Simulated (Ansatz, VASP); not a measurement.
## Bi: VASP beside Ansatz

Contents of INCAR:

```
SYSTEM = Bi
PREC     = Accurate       ! precision mode
ENCUT    = 520            ! plane-wave cutoff, eV
EDIFF    = 1E-6           ! SCF threshold, eV
ISMEAR   = -1             ! smearing method
SIGMA    = 0.05           ! smearing width, eV
LREAL    = .FALSE.        ! projectors in reciprocal space
LASPH    = .TRUE.         ! aspherical terms in the spheres
NELM     = 80             ! most SCF steps
ALGO     = Normal         ! electronic algorithm
ISIF     = 2              ! what is computed and relaxed
LWAVE    = .FALSE.        ! write WAVECAR
LCHARG   = .FALSE.        ! write CHGCAR
GGA      = PE             ! functional
NBANDS   = 14             ! bands
```

File KPOINTS:

```
Automatic mesh
0
G
  14 14 14
  0 0 0
```

Contents of POSCAR:

```
Bi
1.0
    0.0000000000      2.2341216446      2.2341216446
    2.2341216446      0.0000000000      2.2341216446
    2.2341216446      2.2341216446      0.0000000000
Bi
1
Direct
    0.0000000000      0.0000000000      0.0000000000
```

Input for Ansatz:

```yaml
crystal:
  lattice:
    - [0.0, 2.2341216446, 2.2341216446]
    - [2.2341216446, 0.0, 2.2341216446]
    - [2.2341216446, 2.2341216446, 0.0]
  atoms:
    - { symbol: Bi, position: [0.0, 0.0, 0.0] }
kpoints:
  mp_grid: { grid: [14, 14, 14] }
scf:
  occupations: { method: fermi_dirac, width: 0.05 }
hamiltonian:
  xc: pbe
  pseudopotentials: { kind: all_electron, lapw: { basis_error: 0.001 } }
output:
  forces: true
  stress: true
  eigenvalues: true
  populations: true
```

Change from the starting cell: volume scaled by 0.7, LAPW.

Alike in both runs: task single point; functional PBE; k mesh 14 × 14 × 14; occupations fermi-dirac, width 0.05 eV; no spin polarisation.

```csv
,VASP,Ansatz
version,VASP 6.6.1,Ansatz 0.2.0
potentials or method,"VASP PAW PBE potentials, release 64 (Bi_d), cutoff 520 eV","all-electron LAPW, scalar-relativistic"
```

VASP gave:

| Item | Value |
| --- | --- |
| pressure (GPa) | 41.0 |

**Question.** Which values does Ansatz return?

**Answer.** Pressure (GPa): 41.1.

Both programs put the cell under a high pressure, so it lies far from rest at this level. Ansatz ran all-electron here, and VASP with PAW potentials.

Spin-orbit coupling is off throughout.
